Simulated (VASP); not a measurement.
# BePd: single point with LDA

Crystal: BePd.

```xyz
2
Lattice="2.7731 0.0000 0.0000 0.0000 2.7727 0.0000 0.0000 0.0000 2.7730" Properties=species:S:1:pos:R:3 pbc="T T T"
Be    0.0014   -0.0005    0.0011
Pd    1.3879    1.3859    1.3876
```

| Property | Result |
| --- | --- |
| Program | VASP 6.6.1 |
| Task | single point |
| Functional | LDA |
| Potentials or basis | VASP PAW LDA potentials, release 64 (Be, Pd) |
| Cutoff | 520 eV |
| k mesh | 12 × 12 × 12 |
| Occupations | fermi-dirac, width 0.05 eV |
| Spin | no spin polarisation |

```json
{"Pressure": "0.7 GPa", "Band gap on the k mesh": "zero (bands 6 and 7 overlap by 6.28 eV)"}
```

Levels at points of the mesh, in eV from the Fermi level:
| k point | band 4 | band 5 | band 6 | band 7 | band 8 | band 9 |
| --- | --- | --- | --- | --- | --- | --- |
| (0.00, 0.00, 0.00) | -2.43 | -2.43 | -2.43 | 5.34 | 5.34 | 5.34 |
| (0.50, 0.00, 0.00) | -4.10 | -4.10 | -2.28 | 0.01 | 10.38 | 10.38 |
| (0.00, 0.50, 0.00) | -4.10 | -4.10 | -2.28 | 0.01 | 10.38 | 10.38 |
| (0.50, 0.50, 0.00) | -3.52 | -2.02 | -2.02 | -1.32 | 5.71 | 6.45 |
| (0.00, 0.00, 0.50) | -4.10 | -4.10 | -2.28 | 0.01 | 10.38 | 10.38 |
| (0.50, 0.00, 0.50) | -3.52 | -2.02 | -2.02 | -1.32 | 5.71 | 6.45 |
| (0.00, 0.50, 0.50) | -3.53 | -2.02 | -2.02 | -1.32 | 5.71 | 6.45 |
| (0.50, 0.50, 0.50) | -1.24 | -1.24 | 4.96 | 5.68 | 5.68 | 5.68 |

Run time: 2.6 min on 1 thread of Intel Xeon 8259CL, with other jobs on the host, peak memory 0.35 GiB.
